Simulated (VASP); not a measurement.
MgZr2N:

```xyz
4
Lattice="3.3345 0.0000 0.0000 -1.6672 2.8877 0.0000 0.0000 0.0000 7.8400" Properties=species:S:1:pos:R:3 pbc="T T T"
Mg    0.0000    0.0000    3.9200
Zr    0.0000    0.0000    5.9983
Zr    0.0000    0.0000    1.8417
N     0.0000    0.0000    0.0000
```

```yaml
Program: VASP 6.6.1
Task: relaxation of cell and atoms
Functional: PBE
Potentials_or_basis: VASP PAW PBE potentials, release 64 (Mg, Zr_sv, N)
Cutoff: 600 eV
k_mesh: 6 × 6 × 2
Occupations: gaussian, width 0.1 eV
Spin: no spin polarisation
```

At the start: pressure 21.1 GPa; volume 18.87 Å³/atom.

Q: Where does the relaxation end?

A: Over 15 steps the energy falls by 1386.2 meV/atom and the volume is 23.19 Å³/atom (+22.9 %); space group P6/mmm (No. 191, to 0.05 Å).

The path:
```
step  energy change (eV)  largest force (eV/Å)  pressure (GPa)  volume (Å³)
   1              0.0000                7.2468           21.13        75.49
   2             -3.8471                2.7672          -10.11        99.21
   3             -5.0741                2.9304           -4.30        89.44
   4             -5.0906                2.9771           -3.71        88.78
   5             -5.0805                2.8763           -2.40        87.62
   6             -5.0982                2.9950           -2.96        88.04
   7             -5.0597                3.2269           11.01        84.98
   8             -5.3829                0.5279            2.91        86.44
   9             -5.5209                0.1263            1.38        89.59
  10             -5.5415                0.1018            0.68        91.82
  11             -5.5417                0.0886            0.72        91.67
  12             -5.5434                0.1966           -0.40        92.87
  13             -5.5439                0.1017           -0.03        92.47
  14             -5.5437                0.1053            0.08        93.07
  15             -5.5448                0.0059            0.02        92.75
```

Final structure:
```
Mg Zr N
1.0
     3.26520    0.00000    0.00000
    -1.63260    2.82775    0.00000
     0.00000    0.00000   10.04523
Mg Zr N
1 2 1
Direct
  0.00000 0.00000 0.50000
  0.00000 0.00000 0.81214
  0.00000 0.00000 0.18786
  0.00000 0.00000 0.00000
```

Caveat: the k points lie up to 0.37 Å⁻¹ apart in the final cell; the volume moved by over 15 % at a fixed basis, so the end points are rough.
